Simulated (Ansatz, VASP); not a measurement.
This is a calculation of YbH3 for Ansatz 0.2.0.

Contents of input.yaml:

```yaml
crystal:
  lattice:
    - [0.0, 2.604971, 2.604971]
    - [2.604971, 0.0, 2.604971]
    - [2.604971, 2.604971, 0.0]
  atoms:
    - { symbol: Yb, position: [0.0, 0.0, 0.0], spin: 1.2 }
    - { symbol: H, position: [0.5, 0.5, 0.5] }
    - { symbol: H, position: [0.25, 0.25, 0.25] }
    - { symbol: H, position: [0.75, 0.75, 0.75] }
hamiltonian:
  xc: pbe
  pseudopotentials: { kind: paw }
magnetization:
  spin_polarized: true
  initial_magnetization: 1.2
  spin_locking: { lock_magnetization: hard }
kpoints:
  mp_grid: { grid: [7, 7, 7] }
scf:
  occupations: { method: fermi_dirac, width: 0.05 }
  lower_state_search: "off"
output:
  forces: true
  stress: true
  eigenvalues: true
```

Potentials or basis: Ansatz PAW.

Launch:

```console
$ ansatz run input.yaml --threads 2 --pin off --max-ram 5632MiB --backend cpu --events-out ev --progress --plain --runs-dir out
```

**Question.** Translate it to VASP 6.6.1. Potentials there: VASP PAW PBE potentials, release 64 (Yb, H).

**Answer.** As run (the cutoff follows the program's own potentials):

The input INCAR:

```
PREC = Accurate
ENCUT = 520
EDIFF = 1E-6
ISMEAR = -1
SIGMA = 0.05
LREAL = F
LASPH = T
NELM = 150
ALGO = Normal
ISIF = 2
LWAVE = F
LCHARG = F
ISPIN = 2
MAGMOM = 1.2 0 0 0
LORBIT = 11
NUPDOWN = 1.2
LMAXMIX = 6
GGA = PE
NBANDS = 26
```

File KPOINTS:

```
Automatic mesh
0
Gamma
  7 7 7
```

Contents of POSCAR:

```
YbH3
1.0
    0.0000000000      2.6049710000      2.6049710000
    2.6049710000      0.0000000000      2.6049710000
    2.6049710000      2.6049710000      0.0000000000
Yb H
1 3
Direct
    0.0000000000      0.0000000000      0.0000000000
    0.5000000000      0.5000000000      0.5000000000
    0.2500000000      0.2500000000      0.2500000000
    0.7500000000      0.7500000000      0.7500000000
```

Potentials or basis: VASP PAW PBE potentials, release 64 (Yb, H).

The run is started by

```console
$ cat potpaw_PBE.64/Yb/POTCAR potpaw_PBE.64/H/POTCAR > POTCAR
$ mpirun -np 1 vasp_std > vasp.out
```

Both were run:

|  | VASP | Ansatz | Ansatz less VASP |
| --- | --- | --- | --- |
| pressure (GPa) | -4.2 | -4.5 | -0.26 |
| net moment per atom (μB) | 0.30 | 0.30 | 0.000 |
| size of the moment on the site where the two differ most (μB) | 0.10 | 0.20 | +0.100 |

Site moments also hang on the region over which each program counts them. With one functional, cell and mesh, what is left measures potentials, basis and numerics.

Spin-orbit coupling is off throughout.
